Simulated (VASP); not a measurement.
Here is a VASP 6.6.1 calculation.

Contents of INCAR:

```
ALGO     = Normal         # electronic algorithm
EDIFF    = 1E-6           # SCF threshold, eV
ENCUT    = 520            # plane-wave cutoff, eV
GGA      = PE             # functional
ISIF     = 2              # what is computed and relaxed
ISMEAR   = -1             # smearing method
LASPH    = True           # aspherical terms in the spheres
LCHARG   = True           # write CHGCAR
LELF     = True           # ELF
LREAL    = False          # projectors in reciprocal space
LVHAR    = True         
LWAVE    = False          # write WAVECAR
NBANDS   = 16             # bands
NELM     = 100            # most SCF steps
PREC     = Accurate       # precision mode
SIGMA    = 0.1            # smearing width, eV
```

KPOINTS

```
k-points
0
Gamma
  13 13 13
```

File POSCAR:

```
PdBr
1.0
    0.0000000000      2.7464078704      2.7464078704
    2.7464078704      0.0000000000      2.7464078704
    2.7464078704      2.7464078704      0.0000000000
Pd Br
1 1
Direct
    0.0000000000      0.0000000000      0.0000000000
    0.5000000000      0.5000000000      0.5000000000
```

Potentials or basis: VASP PAW PBE potentials, release 64 (Pd, Br).

Launch:

```sh
$ cat potpaw_PBE.64/Pd/POTCAR potpaw_PBE.64/Br/POTCAR > POTCAR
$ mpirun -np 1 vasp_std > vasp.out
```

(1) Predict the pressure.

## Answers

(1) 0.0 GPa.

Caveat: an odd number of electrons without spin polarisation forces a metal; a magnetic or distorted state may lie lower.
